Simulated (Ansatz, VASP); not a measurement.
**Two plane-wave programs on La3Pb**

```
La Pb
1.0
     5.07332    0.00000    0.00000
     0.00000    5.07332    0.00000
     0.00000    0.00000    5.07332
La Pb
3 1
Direct
  0.50000 0.50000 0.00000
  0.50000 0.00000 0.50000
  0.00000 0.50000 0.50000
  0.00000 0.00000 0.00000
```

Alike in both runs: task single point; functional LDA; k mesh 5 × 5 × 5; no spin polarisation.

|  | VASP | Ansatz |
| --- | --- | --- |
| version | VASP 6.6.1 | Ansatz 0.2.0 |
| potentials or method | VASP PAW LDA potentials, release 64 (La, Pb_d), cutoff 520 eV | plane waves, PAW |
| occupations | methfessel-paxton of order 1, width 0.05 eV | cold, width 0.05 eV |
| valence electrons in the cell | 47 | 47 |

```tsv
	VASP	Ansatz	Ansatz less VASP
pressure (GPa)	-3.6	-3.6	+0.03
```

LDA's correlation is that of Perdew and Zunger in VASP and of Perdew and Wang (1992) in Ansatz.

Spin-orbit coupling is off throughout.
